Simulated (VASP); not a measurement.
CoO, 2 atoms in the cell. The structure is cubic, space group Fm-3m (No. 225). Conventional cell: a = 4.431 Å, b = 4.431 Å, c = 4.431 Å, α = 90.00°, β = 90.00°, γ = 90.00°. Co (site symmetry m-3m) has 6 O at 2.22 Å within 2.9 Å. O (site symmetry m-3m) has 6 Co at 2.22 Å within 2.9 Å. 

| Property | Result |
| --- | --- |
| Program | VASP 6.6.1 |
| Task | relaxation of cell and atoms |
| Functional | PBE |
| Potentials or basis | VASP PAW PBE potentials, release 64 (Co, O) |
| Cutoff | 600 eV |
| k mesh | 13 × 13 × 13 |
| Occupations | fermi-dirac, width 0.1 eV |
| Spin | collinear spin, ferromagnetic start |
| Starting moments | [1.7, 0.0] μB |
| Hubbard terms | Co d U = 4.0 eV |
| Dipole correction | no |
| Further INCAR settings | ALGO = Normal; EDIFF = 1e-07; IBRION = 2; EDIFFG = -0.01; NSW = 80; ISIF = 3 |

Potentials or basis: VASP PAW PBE potentials, release 64 (Co, O).

Command:

```sh
$ cat potpaw_PBE.64/Co/POTCAR potpaw_PBE.64/O/POTCAR > POTCAR
$ mpirun -np 1 vasp_std > vasp.out
```

Hardware: 1 thread of Intel(R) Xeon(R) Platinum 8259CL CPU @ 2.50GHz (Skylake/Cascade Lake), on a shared host.

How long does it take, and how much memory?

Wall time 4.2 min on 1 thread of Intel(R) Xeon(R) Platinum 8259CL CPU @ 2.50GHz (Skylake/Cascade Lake) (shared host), peak memory 0.21 GiB. Counts: scf iterations 38, k points 84, ion steps 3.
